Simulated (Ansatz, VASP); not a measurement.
# C: VASP beside Ansatz

```
CELL_PARAMETERS angstrom
0.00000 1.76572 1.76572
1.76572 0.00000 1.76572
1.76572 1.76572 0.00000
ATOMIC_POSITIONS crystal
C 0.00000 0.00000 0.00000
C 0.25000 0.25000 0.25000
```

Alike in both runs: task single point; functional LDA; k mesh 12 × 12 × 12; occupations gaussian, width 0.02 eV; no spin polarisation.

|  | VASP | Ansatz |
| --- | --- | --- |
| version | VASP 6.6.1 | Ansatz 0.2.0 |
| potentials or method | VASP PAW LDA potentials, release 64 (C), cutoff 600 eV | scalar-relativistic, plane waves, PAW |
| valence electrons in the cell | 8 | 8 |

Ansatz gave:

```
gap on the k mesh at the Fermi level (eV) : 4.20
least direct gap on the mesh (eV)         : 5.62
pressure (GPa)                            : 0.0
```

What did VASP give for the same quantities?

gap on the k mesh at the Fermi level (eV): 4.20; least direct gap on the mesh (eV): 5.63; pressure (GPa): 0.9.

Ansatz warns that its potentials were made for another functional, while VASP's fit it. LDA's correlation is that of Perdew and Zunger in VASP and of Perdew and Wang (1992) in Ansatz.
